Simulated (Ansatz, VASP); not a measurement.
**One calculation of HfN, two programs**

```
Hf N
1.0
     0.00000    2.25086    2.25086
     2.25086    0.00000    2.25086
     2.25086    2.25086    0.00000
Hf N
1 1
Direct
  0.00000 0.00000 0.00000
  0.50000 0.50000 0.50000
```

Alike in both runs: functional PBEsol; k mesh 16 × 16 × 16; occupations gaussian, width 0.1 eV; no spin polarisation.

Ansatz relaxed the structure, and its values are those at the end. VASP's run is a single point on that final structure, the one shown.

|  | VASP | Ansatz |
| --- | --- | --- |
| version | VASP 6.6.1 | Ansatz 0.2.0 |
| potentials or method | VASP PAW PBE potentials, release 64 (Hf_pv, N), cutoff 520 eV | scalar-relativistic, plane waves, PAW |
| valence electrons in the cell | 15 | 31 |

VASP gave:

| Property | Result |
| --- | --- |
| gap on the k mesh at the Fermi level (eV) | none |
| pressure (GPa) | -2.2 |

Task: Estimate Ansatz's values.

Result: gap on the k mesh at the Fermi level (eV): none; pressure (GPa): 0.0.

VASP's potentials were made for PBE, not for PBEsol, and Ansatz warns of the same on its side. A gap of «none» marks a metal or a gap that the smearing closes. VASP's potentials hold 15 valence electrons a cell and Ansatz's 31, so a difference there can come from the potentials and not from the codes.

Spin-orbit coupling is off throughout.
